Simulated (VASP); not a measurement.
Here is a VASP 6.6.1 calculation.

INCAR

```
ALGO     = Normal         # electronic algorithm
EDIFF    = 1E-6           # SCF threshold, eV
ENCUT    = 500            # plane-wave cutoff, eV
GGA      = PE             # functional
GGA_COMPAT= False        
ISIF     = 2              # what is computed and relaxed
ISMEAR   = 0              # smearing method
LASPH    = True           # aspherical terms in the spheres
LCHARG   = False          # write CHGCAR
LREAL    = False          # projectors in reciprocal space
LWAVE    = False          # write WAVECAR
NBANDS   = 15             # bands
NELM     = 120            # most SCF steps
PREC     = Accurate       # precision mode
SIGMA    = 0.01           # smearing width, eV
```

KPOINTS

```
k-points
0
Gamma
  6 6 6
```

POSCAR

```
CaS
1.0
    0.0000000000      2.7650700329      2.7650700329
    2.7650700329      0.0000000000      2.7650700329
    2.7650700329      2.7650700329      0.0000000000
Ca S
1 1
Direct
    0.0000000000      0.0000000000      0.0000000000
    0.5000000000      0.5000000000      0.5000000000
```

Potentials or basis: VASP PAW PBE potentials, release 64 (Ca_sv, S).

The run is started by

```bash
$ cat potpaw_PBE.64/Ca_sv/POTCAR potpaw_PBE.64/S/POTCAR > POTCAR
$ mpirun -np 1 vasp_std > vasp.out
```

Problem. What does it give for the pressure?

Solution. 7.0 GPa.

Problem. What does it give for the band gap on the k mesh?

Solution. 2.13 eV, indirect (least direct gap 3.00 eV).

A k mesh can miss the band edges. PBE gaps usually lie below the measured ones, often by a third to a half.
